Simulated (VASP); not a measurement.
Ag:

```
CELL_PARAMETERS angstrom
2.93347 0.00000 0.00000
0.00000 4.08256 0.00000
0.00000 0.00000 2.88638
ATOMIC_POSITIONS crystal
Ag 0.00000 0.00000 0.81891
Ag 0.50000 0.50000 0.18109
```

* Program: VASP 6.6.1
* Task: relaxation of cell and atoms
* Functional: PBE
* Potentials or basis: VASP PAW PBE potentials, release 64 (Ag_sv_GW)
* Cutoff: 630 eV
* k mesh: 6 × 4 × 6
* Occupations: gaussian, width 0.1 eV
* Spin: no spin polarisation

At the start: pressure 6.4 GPa; volume 17.28 Å³/atom.

Question: Where does the relaxation end?

Answer: Over 14 steps the energy falls by 97.3 meV/atom and the volume is 17.68 Å³/atom (+2.3 %); space group Pmmn (No. 59, to 0.1 Å) before, I4/mmm (No. 139, to 0.1 Å).

Step by step:
| step | energy change (eV) | largest force (eV/Å) | pressure (GPa) | volume (Å³) |
| --- | --- | --- | --- | --- |
| 1 | 0.0000 | 0.9107 | 6.36 | 34.57 |
| 2 | -0.0789 | 0.3796 | -4.52 | 38.10 |
| 3 | -0.0861 | 0.4796 | -2.42 | 37.21 |
| 4 | -0.1301 | 0.3672 | -1.47 | 36.51 |
| 5 | -0.1640 | 0.1906 | 1.41 | 35.19 |
| 6 | -0.1823 | 0.0802 | -0.23 | 35.61 |
| 7 | -0.1860 | 0.0318 | -0.97 | 35.82 |
| 8 | -0.1799 | 0.0862 | -2.08 | 36.24 |
| 9 | -0.1866 | 0.0055 | -1.23 | 35.91 |
| 10 | -0.1914 | 0.0589 | 1.25 | 35.03 |
| 11 | -0.1931 | 0.0332 | 0.33 | 35.33 |
| 12 | -0.1945 | 0.0319 | -0.30 | 35.54 |
| 13 | -0.1945 | 0.0297 | -0.29 | 35.55 |
| 14 | -0.1947 | 0.0228 | 0.23 | 35.36 |

Final structure:
```
Ag
1.0
     2.86934    0.00000    0.00000
     0.00000    4.29526    0.00000
     0.00000    0.00000    2.86906
Ag
2
Direct
  0.00000 0.00000 0.74766
  0.50000 0.50000 0.25234
```

Caveat: the k points lie up to 0.37 Å⁻¹ apart in the final cell, too coarse for converged energies and pressures of a metal.
